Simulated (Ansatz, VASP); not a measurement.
## Ti4Se in VASP and in Ansatz

```
Ti Se
1.0
     0.00000    3.73773    3.73773
     3.73773    0.00000    3.73773
     3.73773    3.73773    0.00000
Ti Se
4 1
Direct
  0.37563 0.87311 0.37563
  0.37563 0.37563 0.37563
  0.87311 0.37563 0.37563
  0.37563 0.37563 0.87311
  0.00000 0.00000 0.00000
```

Alike in both runs: functional PBE; k mesh 10 × 10 × 10; occupations gaussian, width 0.1 eV; no spin polarisation.

Ansatz relaxed the structure, and its values are those at the end. VASP's run is a single point on that final structure, the one shown.

|  | VASP | Ansatz |
| --- | --- | --- |
| version | VASP 6.6.1 | Ansatz 0.2.0 |
| potentials or method | VASP PAW PBE potentials, release 64 (Ti_sv, Se), cutoff 520 eV | scalar-relativistic, plane waves, PAW |
| valence electrons in the cell | 54 | 64 |

VASP gave:

| Item | Value |
| --- | --- |
| gap on the k mesh at the Fermi level (eV) | none |
| pressure (GPa) | -0.1 |

Q: Estimate Ansatz's values.

A: gap on the k mesh at the Fermi level (eV): none; pressure (GPa): 0.0.

A gap of «none» marks a metal or a gap that the smearing closes. VASP's potentials hold 54 valence electrons a cell and Ansatz's 64, so a difference there can come from the potentials and not from the codes.
